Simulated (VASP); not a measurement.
# WC (Qusongite) (P-6m2) in VASP: single point with PBE

Aim: the single point of WC (Qusongite) with PBE.

All numbers are computed with VASP 6.6.1; they aren't measurements. Logs are shortened: lines on timing, memory, paths and dates and some standing lists are left out, and cuts for length are marked.

## Step 1: The cell of the first run

It takes space group P-6m2 (No. 187, hexagonal). Conventional cell: a = 2.907 Å, b = 2.907 Å, c = 2.837 Å, α = 90.00°, β = 90.00°, γ = 120.00°. W (site symmetry -6m2) has 6 C at 2.20 Å and 2 W at 2.84 Å within 2.9 Å. Within 2.9 Å of C (site symmetry -6m2) lie 6 W at 2.20 Å and 2 C at 2.84 Å.

## Step 2: Single point, PBE

File INCAR:

```
ALGO = Normal
EDIFF = 1E-6
ENCUT = 520
GGA = PE
ISIF = 2
ISMEAR = -1
LASPH = True
LCHARG = True
LELF = True
LREAL = False
LVHAR = True
LWAVE = False
NBANDS = 16
NELM = 100
PREC = Accurate
SIGMA = 0.2
```

File KPOINTS:

```
k-points
0
Gamma
  9 9 8
```

File POSCAR:

```
WC
1.0
    2.9065000000      0.0000000000      0.0000000000
   -1.4532500000      2.5171028400      0.0000000000
    0.0000000000      0.0000000000      2.8366000000
W C
1 1
Direct
    0.0000000000      0.0000000000      0.0000000000
    0.6666666667      0.3333333333      0.5000000000
```

Potentials or basis: VASP PAW PBE potentials, release 64 (W_sv, C).

Run with:

```bash
cat potpaw_PBE.64/W_sv/POTCAR potpaw_PBE.64/C/POTCAR > POTCAR
mpirun -np 1 vasp_std > vasp.out
```

OUTCAR:

```text
EDIFF = 1E-6
   ENCUT = 520
   GGA = PE
   ISIF = 2
   ISMEAR = -1
   LASPH = True
   LREAL = False
   NELM = 100
   PREC = Accurate

 ion  position               nearest neighbor table
   1  0.000  0.000  0.000-   2 2.20   2 2.20   2 2.20   2 2.20   2 2.20   2 2.20
   2  0.667  0.333  0.500-   1 2.20   1 2.20   1 2.20   1 2.20   1 2.20   1 2.20

  LATTYP: Found a hexagonal cell.
 ALAT       =     2.9065000000
 C/A-ratio  =     0.9759504559

  Lattice vectors:

 A1 = (   2.9065000000,   0.0000000000,   0.0000000000)
 A2 = (  -1.4532500000,   2.5171028400,   0.0000000000)
 A3 = (   0.0000000000,   0.0000000000,   2.8366000000)

Analysis of symmetry for initial positions (statically):
=====================================================================
 Subroutine PRICEL returns:
 Original cell was already a primitive cell.

 Routine SETGRP: Setting up the symmetry group for a
 hexagonal supercell.

 Subroutine GETGRP returns: Found 12 space group operations
 (whereof 12 operations were pure point group operations)
 out of a pool of 24 trial point group operations.

The static configuration has the point symmetry D_3h.

Analysis of symmetry for dynamics (positions and initial velocities):
=====================================================================
 Subroutine PRICEL returns:
 Original cell was already a primitive cell.

 Routine SETGRP: Setting up the symmetry group for a
 hexagonal supercell.

 Subroutine GETGRP returns: Found 12 space group operations
 (whereof 12 operations were pure point group operations)
 out of a pool of 24 trial point group operations.

The dynamic configuration has the point symmetry D_3h.

 Subroutine INISYM returns: Found 12 space group operations
 (whereof 12 operations are pure point group operations),
 and found     1 'primitive' translations

----------------------------------------------------------------------------------------

                                     Primitive cell

  volume of cell :      20.7525

  direct lattice vectors                    reciprocal lattice vectors
     2.906500000  0.000000000  0.000000000     0.344056425  0.198641069  0.000000000
    -1.453250000  2.517102840  0.000000000     0.000000000  0.397282139  0.000000000
     0.000000000  0.000000000  2.836600000     0.000000000  0.000000000  0.352534725

  length of vectors
     2.906500000  2.906500003  2.836600000     0.397282139  0.397282139  0.352534725

  position of ions in fractional coordinates (direct lattice)
     0.000000000  0.000000000  0.000000000
     0.666666667  0.333333333  0.500000000

  ion indices of the primitive-cell ions
   primitive index   ion index
                 1           1
                 2           2

----------------------------------------------------------------------------------------

 KPOINTS: k-points

Automatic generation of k-mesh.
 Grid dimensions read from file:
 generate k-points for:    9    9    8

 Generating k-lattice:

  Cartesian coordinates                     Fractional coordinates (reciprocal lattice)
     0.038228492  0.022071230  0.000000000     0.111111111  0.000000000  0.000000000
     0.000000000  0.044142460  0.000000000     0.000000000  0.111111111  0.000000000
     0.000000000  0.000000000  0.044066841     0.000000000  0.000000000  0.125000000

  Length of vectors
     0.044142460  0.044142460  0.044066841

  Shift w.r.t. Gamma in fractional coordinates (k-lattice)
     0.000000000  0.000000000  0.000000000

 Subroutine IBZKPT returns following result:
 ===========================================

 Found     60 irreducible k-points:

 Following reciprocal coordinates:
            Coordinates               Weight
  0.000000  0.000000  0.000000      1.000000
  0.111111  0.000000  0.000000      6.000000
  0.222222  0.000000  0.000000      6.000000
  0.333333  0.000000  0.000000      6.000000
  0.444444  0.000000  0.000000      6.000000
  0.111111  0.111111  0.000000      6.000000
[... 16 lines left out ...]
  0.333333  0.222222  0.125000     24.000000
  0.333333  0.333333  0.125000      4.000000
 [... further k-points ...]
   k-points           NKPTS =     60   k-points in BZ     NKDIM =     60   number of bands    NBANDS=     16
   number of dos      NEDOS =    301   number of ions     NIONS =      2
   total plane-waves  NPLWV =  13824
   dimension x,y,z NGX =    24 NGY =   24 NGZ =   24
   dimension x,y,z NGXF=    48 NGYF=   48 NGZF=   48
   ions per type =               1   1
   NGX,Y,Z   is equivalent  to a cutoff of  13.73, 13.73, 14.07 a.u.
   NGXF,Y,Z  is equivalent  to a cutoff of  27.46, 27.46, 28.13 a.u.
 SYSTEM =  unknown system
   PREC   = accura    normal or accurate (medium, high low for compatibility)
   ISTART =      0    job   : 0-new  1-cont  2-samecut
   ICHARG =      2    charge: 1-file 2-atom 10-const
   ISPIN  =      1    spin polarized calculation?
   LNONCOLLINEAR =      F non collinear calculations
   LSORBIT =      F    spin-orbit coupling
   LASPH  =      T    aspherical Exc in radial PAW
   ENCUT  =  520.0 eV  38.22 Ry    6.18 a.u.   5.40  5.40  5.27*2*pi/ulx,y,z
   NELM   =    100;   NELMIN=  2; NELMDL= -5     # of ELM steps
   EDIFF  = 0.1E-05   stopping-criterion for ELM
   LREAL  =      F    real-space projection
   EDIFFG = 0.1E-04   stopping-criterion for IOM
   NSW    =      0    number of steps for IOM
   IBRION =     -1    ionic relax: 0-MD 1-quasi-New 2-CG
   NFREE  =      0    steps in history (QN), initial steepest desc. (CG)
   ISIF   =      2    stress and relaxation
   ISYM   =      2    0-nonsym 1-usesym 2-fastsym
   POTIM  = 0.5000    time-step for ionic-motion
   TEBEG  =    0.0;   TEEND  =   0.0 temperature during run
   PSTRESS=    0.0 pullay stress
   NELECT =      18.0000    total number of electrons
   NUPDOWN=      -1.0000    fix difference up-down
   EMIN   =  10.00;   EMAX   =-10.00  energy-range for DOS
   EFERMI =   0.00;   METHOD = LEGACY
   ISMEAR =    -1;   SIGMA  =   0.20  broadening in eV -4-tet -1-fermi 0-gaus
   EFERMI_NEDOS =   21; number of points for ismear=-14 and -15
   IALGO  =     38    algorithm
   IMIX   =      4    mixing-type and parameters
     AMIX     =   0.40;   BMIX     =  1.00
     AMIX_MAG =   1.60;   BMIX_MAG =  1.00
  volume/ion in A,a.u.               =      10.38        70.02
  Fermi-wavevector in a.u.,A,eV,Ry     =   1.561262  2.950358 33.164744  2.437540
  Thomas-Fermi vector in A             =   2.664353
   LORBIT       =      0    0 simple, 1 ext, 2 COOP (PROOUT), +10 PAW based schemes
   GGA     = PE    functional components
   LHFCALC =     F    Hartree Fock is set to
   AEXX    =    0.0000 exact exchange contribution
   IVDW    =     0    specifies the selected vdW correction
   LEPSILON=     F    determine dielectric tensor
   LRPA    =     F    only Hartree local field effects (RPA)
 non-spin polarized calculation
  energy-cutoff  :      520.00
  volume of cell :       20.75
 maximum number of plane-waves:       575
 NGX is ok and might be reduce to    24
   NGX = 11   NGY = 11   NGZ = 11

 number of electron      18.0000000 magnetization

 Free energy of the ion-electron system (eV)
  ---------------------------------------------------
  ext. energy  EPLUGINS =         0.00000000
  ---------------------------------------------------
  free energy    TOTEN  =       -22.46254494 eV

  energy without entropy =      -22.42000239  energy(sigma->0) =      -22.44127367

 E-fermi :  11.1862     XC(G=0): -13.7995

 val. band max:       11.1810212618   @ k =   0.0000   0.0000   0.1250
 cond. band min:      11.6618173623   @ k =   0.1111   0.1111   0.3750
 fundamental gap:      0.4807961005
 Fermi energy:        11.1861699244

 k-point     1 :       0.0000    0.0000    0.0000
  band No.  band energies     occupation
      1     -62.9151      2.00000
      2     -26.9014      2.00000
      3     -26.7927      2.00000
      4     -26.7927      2.00000
      5      -3.3741      2.00000
      6       6.7682      2.00000
[... 8 lines left out ...]
     15      25.4246      0.00000
     16      27.8142      0.00000

 k-point     2 :       0.1111    0.0000    0.0000
  band No.  band energies     occupation
      1     -62.9083      2.00000
      2     -26.8928      2.00000
      3     -26.8885      2.00000
      4     -26.8154      2.00000
      5      -3.0541      2.00000
      6       6.7723      2.00000
[... 8 lines left out ...]
     15      24.9242      0.00000
     16      28.4833      0.00000

 k-point     3 :       0.2222    0.0000    0.0000
  band No.  band energies     occupation
      1     -62.8910      2.00000
      2     -27.1399      2.00000
      3     -26.8724      2.00000
      4     -26.8557      2.00000
      5      -2.1927      2.00000
      6       5.8449      2.00000
[... 8 lines left out ...]
     15      24.9014      0.00000
     16      29.4002      0.00000

 k-point     4 :       0.3333    0.0000    0.0000
  band No.  band energies     occupation
      1     -62.8714      2.00000
      2     -27.4106      2.00000
      3     -26.9364      2.00000
      4     -26.8181      2.00000
      5      -1.0681      2.00000
      6       4.7988      2.00000
[... 8 lines left out ...]
     15      26.0151      0.00000
     16      27.7812      0.00000
[... 324 lines left out ...]
 k-point    22 :       0.2222    0.2222    0.1250
  band No.  band energies     occupation
      1     -62.8569      2.00000
      2     -27.4089      2.00000
      3     -27.0624      2.00000
      4     -26.9064      2.00000
      5      -0.3128      2.00000
      6       4.9339      2.00000
[... 8 lines left out ...]
     15      25.4336      0.00000
     16      27.6155      0.00000

 k-point    23 :       0.3333    0.2222    0.1250
  band No.  band energies     occupation
      1     -62.8471      2.00000
      2     -27.4689      2.00000
      3     -27.1679      2.00000
      4     -26.8860      2.00000
      5       0.3829      2.00000
      6       4.6789      2.00000
[... 8 lines left out ...]
     15      25.1750      0.00000
     16      27.9994      0.00000

 k-point    24 :       0.3333    0.3333    0.1250
  band No.  band energies     occupation
      1     -62.8437      2.00000
      2     -27.3751      2.00000
      3     -27.3218      2.00000
      4     -26.8789      2.00000
      5       0.6542      2.00000
      6       5.0967      2.00000
[... 8 lines left out ...]
     15      26.1173      0.00000
     16      26.8717      0.00000

 [... further k-points ...]
[... 5 lines left out ...]
  --------------------------------------------------------------------------------------
  -------------------------------------------------------------------------------------
  Total        0.9315323      0.9315323      0.7969331      0.0000000      0.0000000     -0.0000000
  in kB       71.9182521     71.9182523     61.5266196      0.0000000      0.0000000     -0.0000000
  external PRESSURE =      68.4543747 kB  Pullay stress =       0.0000000 kB

 VOLUME and BASIS-vectors are now :
 -----------------------------------------------------------------------------
  energy-cutoff  :      520.00
  volume of cell :       20.75
      direct lattice vectors                 reciprocal lattice vectors
     2.906500000  0.000000000  0.000000000     0.344056425  0.198641069  0.000000000
    -1.453250000  2.517102840  0.000000000     0.000000000  0.397282139  0.000000000
     0.000000000  0.000000000  2.836600000     0.000000000  0.000000000  0.352534725

 POSITION                                       TOTAL-FORCE (eV/Angst)
 -----------------------------------------------------------------------------------
      0.00000      0.00000      0.00000         0.000000      0.000000      0.000000
      1.45325      0.83903      1.41830        -0.000000      0.000000      0.000000
 -----------------------------------------------------------------------------------
    total drift:                                0.000000      0.000000      0.000000

  FREE ENERGIE OF THE ION-ELECTRON SYSTEM (eV)
  ---------------------------------------------------
  free  energy   TOTEN  =       -22.4625449424 eV

  energy  without entropy=      -22.4200023929  energy(sigma->0) =      -22.44127367
```

Run time: 6.4 s. Hardware: 1 thread of Intel Xeon 6975P-C (Granite Rapids), shared host; peak memory 0.15 GiB.

Results:

```
Free energy            : -22.4625 eV
Pressure               : 6.8 GPa
Band gap on the k mesh : zero (band 9 reaches 11.72 eV, above the bottom of band 10 at 10.50 eV)
```

Stress tensor (GPa, compression positive):
```
7.19 0.00 0.00
0.00 7.19 0.00
0.00 0.00 6.15
```

Levels at points of the mesh, in eV from the Fermi level:
| k point | band 7 | band 8 | band 9 | band 10 | band 11 | band 12 |
| --- | --- | --- | --- | --- | --- | --- |
| (0.00, 0.00, 0.00) | -3.44 | -3.44 | -0.02 | 3.13 | 3.13 | 5.52 |
| (0.00, 0.00, 0.50) | -2.12 | -2.12 | -0.68 | -0.68 | 3.56 | 4.42 |

Caveat: spin-orbit coupling is left out, which moves the levels of the heavy elements.
